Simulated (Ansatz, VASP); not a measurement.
## TaN: VASP beside Ansatz

The input INCAR:

```
ALGO = Normal
EDIFF = 1E-6
ENCUT = 600
GGA_COMPAT = F
ISIF = 2
ISMEAR = -1
LASPH = T
LCHARG = F
LREAL = F
LWAVE = F
NBANDS = 15
NELM = 120
PREC = Accurate
SIGMA = 0.05
```

KPOINTS

```
k-points
0
Gamma
  10 10 9
```

POSCAR

```
TaN
1.0
    2.9380000000      0.0000000000      0.0000000000
   -1.4690000000      2.5443830000      0.0000000000
    0.0000000000      0.0000000000      2.8830000000
Ta N
1 1
Direct
    0.3333333333      0.6666666667      0.5000000000
    0.0000000000      0.0000000000      0.0000000000
```

Input for Ansatz:

```yaml
crystal:
  lattice:
    - [2.938, 0.0, 0.0]
    - [-1.469, 2.544383, 0.0]
    - [0.0, 0.0, 2.883]
  atoms:
    - { symbol: Ta, position: [0.3333333333333333, 0.6666666666666666, 0.5] }
    - { symbol: "N", position: [0.0, 0.0, 0.0] }
kpoints:
  mp_grid:
    grid: [10, 10, 9]
hamiltonian:
  xc: lda
  pseudopotentials:
    kind: paw
scf:
  occupations:
    method: fermi_dirac
    width: 0.05
output:
  forces: true
  stress: true
  eigenvalues: true
```

Alike in both runs: task single point; functional LDA; k mesh 10 × 10 × 9; occupations fermi-dirac, width 0.05 eV; no spin polarisation.

|  | VASP | Ansatz |
| --- | --- | --- |
| version | VASP 6.6.1 | Ansatz 0.2.0 |
| potentials or method | VASP PAW LDA potentials, release 64 (Ta_pv, N) | plane waves, PAW |
| plane-wave cutoff (eV) | 600 | 420 |
| valence electrons in the cell | 16 | 18 |

VASP gave:

| Property | Result |
| --- | --- |
| gap on the k mesh at the Fermi level (eV) | none |
| pressure (GPa) | -9.9 |
| traceless stress, the component that is largest in VASP (GPa) | -0.95 |

Which values does Ansatz return?

gap on the k mesh at the Fermi level (eV): none; pressure (GPa): -11.6; traceless stress, the component that is largest in VASP (GPa): -1.07.

LDA's correlation is that of Perdew and Zunger in VASP and of Perdew and Wang (1992) in Ansatz. A gap of «none» marks a metal or a gap that the smearing closes. VASP's potentials hold 16 valence electrons a cell and Ansatz's 18, so a difference there can come from the potentials and not from the codes.

Neither program's run includes spin-orbit coupling.
